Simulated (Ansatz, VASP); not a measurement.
# Two plane-wave programs on PbSe

```
CELL_PARAMETERS angstrom
0.00000 3.02660 3.02660
3.02660 0.00000 3.02660
3.02660 3.02660 0.00000
ATOMIC_POSITIONS crystal
Pb 0.00000 0.00000 0.00000
Se 0.50000 0.50000 0.50000
```

Alike in both runs: task single point; functional r2SCAN; k mesh 10 × 10 × 10; occupations gaussian, width 0.02 eV; no spin polarisation.

```csv
,VASP,Ansatz
version,VASP 6.6.1,Ansatz 0.2.0
potentials or method,"VASP PAW PBE potentials, release 64 (Pb_d, Se), cutoff 550 eV","scalar-relativistic, plane waves, PAW"
valence electrons in the cell,20,30
```

```tsv
	VASP	Ansatz	Ansatz less VASP
gap on the k mesh at the Fermi level (eV)	0.46	0.45	-0.007
least direct gap on the mesh (eV)	0.46	0.45	-0.007
pressure (GPa)	3.6	3.6	-0.04
```

VASP's potentials were made for PBE, not for r2SCAN. With one functional, cell and mesh, what is left measures potentials, basis and numerics. VASP's potentials hold 20 valence electrons a cell and Ansatz's 30, so a difference there can come from the potentials and not from the codes.

Neither program's run includes spin-orbit coupling.
